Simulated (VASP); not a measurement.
# W (I4/mmm) in VASP: notebook

Runs on W. Level: PBEsol. Tasks: single point.

Program: VASP 6.6.1. These are calculated values, not measurements. Logs are shortened: lines on timing, memory, paths and dates and some standing lists are left out, and cuts for length are marked.

## 1. The cell of the first run

It takes space group I4/mmm (No. 139, tetragonal). Conventional cell: a = 3.101 Å, b = 3.101 Å, c = 3.735 Å, α = 90.00°, β = 90.00°, γ = 90.00°. Within 3.8 Å of W (site symmetry 4/mmm) lie 14 W at 2.88 to 3.74 Å.

## 2. Single point, PBEsol (strain +0.080 along x and y, -0.080 along z)

INCAR reads:

```
PREC = Accurate ; ENCUT = 520
EDIFF = 1E-7 ; ISMEAR = 0
SIGMA = 0.15 ; LREAL = F
LASPH = T ; NELM = 80
ALGO = Fast ; ISIF = 2
LWAVE = F ; LCHARG = T
GGA = PS ; LELF = T
LVHAR = T ; NBANDS = 13
```

KPOINTS reads:

```
regular mesh
0
Gamma
  20 20 20
```

POSCAR reads:

```
W
1.0
    0.0000000000      2.1924000000      1.8676000000
    2.1924000000      0.0000000000      1.8676000000
    2.1924000000      2.1924000000      0.0000000000
W
1
Direct
    0.0000000000      0.0000000000      0.0000000000
```

Potentials or basis: VASP PAW PBE potentials, release 64 (W_sv).

On the command line:

```
> cat potpaw_PBE.64/W_sv/POTCAR > POTCAR
> mpirun -np 1 vasp_std > vasp.out
```

OUTCAR:

```text
PREC = Accurate
   ENCUT = 520
   EDIFF = 1E-7
   ISMEAR = 0
   LREAL = F
   LASPH = T
   NELM = 80
   ISIF = 2
   GGA = PS

 ion  position               nearest neighbor table
   1  0.000  0.000  0.000-

  LATTYP: Found a body centered tetragonal cell.
 ALAT       =     3.1005218141
 C/A-ratio  =     1.2047004420

  Lattice vectors:

 A1 = (   0.0000000000,  -2.1924000000,  -1.8676000000)
 A2 = (   0.0000000000,   2.1924000000,  -1.8676000000)
 A3 = (   2.1924000000,   0.0000000000,   1.8676000000)

Analysis of symmetry for initial positions (statically):
=====================================================================
 Subroutine PRICEL returns:
 Original cell was already a primitive cell.

 Routine SETGRP: Setting up the symmetry group for a
 body centered tetragonal supercell.

 Subroutine GETGRP returns: Found 16 space group operations
 (whereof 16 operations were pure point group operations)
 out of a pool of 16 trial point group operations.

The static configuration has the point symmetry D_4h.

Analysis of symmetry for dynamics (positions and initial velocities):
=====================================================================
 Subroutine PRICEL returns:
 Original cell was already a primitive cell.

 Routine SETGRP: Setting up the symmetry group for a
 body centered tetragonal supercell.

 Subroutine GETGRP returns: Found 16 space group operations
 (whereof 16 operations were pure point group operations)
 out of a pool of 16 trial point group operations.

The dynamic configuration has the point symmetry D_4h.

 Subroutine INISYM returns: Found 16 space group operations
 (whereof 16 operations are pure point group operations),
 and found     1 'primitive' translations

----------------------------------------------------------------------------------------

                                     Primitive cell

  volume of cell :      17.9537

  direct lattice vectors                    reciprocal lattice vectors
     0.000000000  2.192400000  1.867600000    -0.228060573  0.228060573  0.267723281
     2.192400000  0.000000000  1.867600000     0.228060573 -0.228060573  0.267723281
     2.192400000  2.192400000  0.000000000     0.228060573  0.228060573 -0.267723281

  length of vectors
     2.880025611  2.880025611  3.100521814     0.419164652  0.419164652  0.419164652

  position of ions in fractional coordinates (direct lattice)
     0.000000000  0.000000000  0.000000000

  ion indices of the primitive-cell ions
   primitive index   ion index
                 1           1

----------------------------------------------------------------------------------------

 KPOINTS: regular mesh

Automatic generation of k-mesh.
 Grid dimensions read from file:
 generate k-points for:   20   20   20

 Generating k-lattice:

  Cartesian coordinates                     Fractional coordinates (reciprocal lattice)
    -0.011403029  0.011403029  0.013386164     0.050000000  0.000000000  0.000000000
     0.011403029 -0.011403029  0.013386164     0.000000000  0.050000000  0.000000000
     0.011403029  0.011403029 -0.013386164     0.000000000  0.000000000  0.050000000

  Length of vectors
     0.020958233  0.020958233  0.020958233

  Shift w.r.t. Gamma in fractional coordinates (k-lattice)
     0.000000000  0.000000000  0.000000000

 Subroutine IBZKPT returns following result:
 ===========================================

 Found    641 irreducible k-points:

 Following reciprocal coordinates:
            Coordinates               Weight
  0.000000  0.000000  0.000000      1.000000
  0.050000 -0.000000  0.000000      8.000000
  0.100000 -0.000000  0.000000      8.000000
  0.150000 -0.000000  0.000000      8.000000
  0.200000 -0.000000  0.000000      8.000000
  0.250000 -0.000000  0.000000      8.000000
[... 16 lines left out ...]
 -0.400000  0.050000  0.000000      8.000000
 -0.350000  0.050000  0.000000      8.000000
 [... further k-points ...]
   k-points           NKPTS =    641   k-points in BZ     NKDIM =    641   number of bands    NBANDS=     13
   number of dos      NEDOS =    301   number of ions     NIONS =      1
   total plane-waves  NPLWV =  13824
   dimension x,y,z NGX =    24 NGY =   24 NGZ =   24
   dimension x,y,z NGXF=    48 NGYF=   48 NGZF=   48
   ions per type =               1
   NGX,Y,Z   is equivalent  to a cutoff of  13.85, 13.85, 12.87 a.u.
   NGXF,Y,Z  is equivalent  to a cutoff of  27.71, 27.71, 25.74 a.u.
 SYSTEM =  unknown system
   PREC   = accura    normal or accurate (medium, high low for compatibility)
   ISTART =      0    job   : 0-new  1-cont  2-samecut
   ICHARG =      2    charge: 1-file 2-atom 10-const
   ISPIN  =      1    spin polarized calculation?
   LNONCOLLINEAR =      F non collinear calculations
   LSORBIT =      F    spin-orbit coupling
   LASPH  =      T    aspherical Exc in radial PAW
   ENCUT  =  520.0 eV  38.22 Ry    6.18 a.u.   5.35  5.35  5.76*2*pi/ulx,y,z
   NELM   =     80;   NELMIN=  2; NELMDL= -5     # of ELM steps
   EDIFF  = 0.1E-06   stopping-criterion for ELM
   LREAL  =      F    real-space projection
   EDIFFG = 0.1E-05   stopping-criterion for IOM
   NSW    =      0    number of steps for IOM
   IBRION =     -1    ionic relax: 0-MD 1-quasi-New 2-CG
   NFREE  =      0    steps in history (QN), initial steepest desc. (CG)
   ISIF   =      2    stress and relaxation
   ISYM   =      2    0-nonsym 1-usesym 2-fastsym
   POTIM  = 0.5000    time-step for ionic-motion
   TEBEG  =    0.0;   TEEND  =   0.0 temperature during run
   PSTRESS=    0.0 pullay stress
   NELECT =      14.0000    total number of electrons
   NUPDOWN=      -1.0000    fix difference up-down
   EMIN   =  10.00;   EMAX   =-10.00  energy-range for DOS
   EFERMI =   0.00;   METHOD = LEGACY
   ISMEAR =     0;   SIGMA  =   0.15  broadening in eV -4-tet -1-fermi 0-gaus
   EFERMI_NEDOS =   21; number of points for ismear=-14 and -15
   IALGO  =     68    algorithm
   IMIX   =      4    mixing-type and parameters
     AMIX     =   0.40;   BMIX     =  1.00
     AMIX_MAG =   1.60;   BMIX_MAG =  1.00
  volume/ion in A,a.u.               =      17.95       121.16
  Fermi-wavevector in a.u.,A,eV,Ry     =   1.506837  2.847510 30.892826  2.270559
  Thomas-Fermi vector in A             =   2.617502
   LORBIT       =      0    0 simple, 1 ext, 2 COOP (PROOUT), +10 PAW based schemes
   GGA     = PS    functional components
   LHFCALC =     F    Hartree Fock is set to
   AEXX    =    0.0000 exact exchange contribution
   IVDW    =     0    specifies the selected vdW correction
   LEPSILON=     F    determine dielectric tensor
   LRPA    =     F    only Hartree local field effects (RPA)
 non-spin polarized calculation
 RMM-DIIS sequential band-by-band and
 Gauss-broadening in eV      SIGMA  =   0.15
  energy-cutoff  :      520.00
  volume of cell :       17.95
 maximum number of plane-waves:       496
 NGX is ok and might be reduce to    24
   NGX = 11   NGY = 11   NGZ = 11

 number of electron      13.9999998 magnetization

 Free energy of the ion-electron system (eV)
  ---------------------------------------------------
  ext. energy  EPLUGINS =         0.00000000
  ---------------------------------------------------
  free energy    TOTEN  =       -13.32800040 eV

  energy without entropy =      -13.32023597  energy(sigma->0) =      -13.32411819

 E-fermi :   9.4771     XC(G=0): -13.0663

 val. band max:        9.4754971081   @ k =  -0.3500   0.3500   0.0000
 cond. band min:       9.4775570180   @ k =   0.2500   0.1500   0.0000
 fundamental gap:      0.0020599099
 Fermi energy:         9.4771148520

 k-point     1 :       0.0000    0.0000    0.0000
  band No.  band energies     occupation
      1     -64.7459      2.00000
      2     -28.4584      2.00000
      3     -28.4584      2.00000
      4     -28.4517      2.00000
      5       0.6094      2.00000
      6       8.2493      2.00000
      7       8.2493      2.00000
      8       9.9925      0.00000
      9      10.0114      0.00000
     10      12.1673      0.00000
     11      22.2404      0.00000
     12      25.1302      0.00000
     13      25.1302      0.00000

 k-point     2 :       0.0500   -0.0000    0.0000
  band No.  band energies     occupation
      1     -64.7441      2.00000
      2     -28.4781      2.00000
      3     -28.4636      2.00000
      4     -28.4548      2.00000
      5       0.7099      2.00000
      6       8.2370      2.00000
      7       8.2887      2.00000
      8       9.9640      0.00000
      9      10.0031      0.00000
     10      12.1130      0.00000
     11      22.4346      0.00000
     12      25.1227      0.00000
     13      25.3023      0.00000

 k-point     3 :       0.1000   -0.0000    0.0000
  band No.  band energies     occupation
      1     -64.7390      2.00000
      2     -28.5415      2.00000
      3     -28.4787      2.00000
      4     -28.4570      2.00000
      5       1.0039      2.00000
      6       8.1824      2.00000
      7       8.3745      2.00000
      8       9.9127      0.00004
      9      10.0178      0.00000
     10      11.9741      0.00000
     11      22.9581      0.00000
     12      24.9567      0.00000
     13      25.8070      0.00000
[... 305 lines left out ...]
 k-point    23 :      -0.4000    0.0500    0.0000
  band No.  band energies     occupation
      1     -64.6780      2.00000
      2     -29.2382      2.00000
      3     -28.6515      2.00000
      4     -28.5018      2.00000
      5       4.0159      2.00000
      6       7.6439      2.00000
      7       8.6036      2.00000
      8       9.8420      0.00058
      9      12.8728      0.00000
     10      13.3313      0.00000
     11      19.2881      0.00000
     12      21.8783      0.00000
     13      27.2437      0.00000

 k-point    24 :      -0.3500    0.0500    0.0000
  band No.  band energies     occupation
      1     -64.6857      2.00000
      2     -29.1526      2.00000
      3     -28.6279      2.00000
      4     -28.5023      2.00000
      5       3.8295      2.00000
      6       7.7909      2.00000
      7       8.1731      2.00000
      8       9.7550      0.00879
      9      12.5488      0.00000
     10      12.6545      0.00000
     11      20.4069      0.00000
     12      22.5349      0.00000
     13      28.7186      0.00000

 [... further k-points ...]
[... 5 lines left out ...]
  --------------------------------------------------------------------------------------
  -------------------------------------------------------------------------------------
  Total       -2.3948183     -2.3948183     -5.0827018      0.0000000      0.0000000      0.0000000
  in kB     -213.7123915   -213.7123915   -453.5777770      0.0000000      0.0000000      0.0000000
  external PRESSURE =    -293.6675200 kB  Pullay stress =       0.0000000 kB

 VOLUME and BASIS-vectors are now :
 -----------------------------------------------------------------------------
  energy-cutoff  :      520.00
  volume of cell :       17.95
      direct lattice vectors                 reciprocal lattice vectors
     0.000000000  2.192400000  1.867600000    -0.228060573  0.228060573  0.267723281
     2.192400000  0.000000000  1.867600000     0.228060573 -0.228060573  0.267723281
     2.192400000  2.192400000  0.000000000     0.228060573  0.228060573 -0.267723281

 POSITION                                       TOTAL-FORCE (eV/Angst)
 -----------------------------------------------------------------------------------
      0.00000      0.00000      0.00000         0.000000      0.000000      0.000000
 -----------------------------------------------------------------------------------
    total drift:                               -0.000000      0.000000      0.000000

  FREE ENERGIE OF THE ION-ELECTRON SYSTEM (eV)
  ---------------------------------------------------
  free  energy   TOTEN  =       -13.3280004042 eV

  energy  without entropy=      -13.3202359730  energy(sigma->0) =      -13.32411819
```

Run time: 3.5 min. Hardware: 1 thread of Intel Xeon 8259CL, shared host; peak memory 0.26 GiB.

What came out:

- Free energy: -13.3280 eV
- Pressure: -29.4 GPa
- Band gap on the k mesh: zero (bands 7 and 8 overlap by 4.74 eV)

Stress tensor (GPa, compression positive):
```
-21.37   0.00   0.00
  0.00 -21.37   0.00
  0.00   0.00 -45.36
```

Levels at points of the mesh, in eV from the Fermi level:
```
           k point  band 5  band 6  band 7  band 8  band 9  band 10
(0.00, 0.00, 0.00)   -8.87   -1.23   -1.23    0.52    0.53     2.69
(0.50, 0.00, 0.00)   -5.48   -2.03    0.16    0.21    3.31     4.72
(0.50, 0.50, 0.00)   -5.07   -4.58    4.06    4.43    4.67     4.67
(0.50, 0.00, 0.50)   -5.34   -4.00    1.36    3.48    3.69     5.32
```

Caveat: the cell differs from its parent crystal (strain +0.080 along x and y, -0.080 along z); the cell stands under tension; the PAW data sets were made with another functional, which shifts forces and pressure a little; spin-orbit coupling is left out, which moves the levels of the heavy elements.

[end of part 1 of 2]
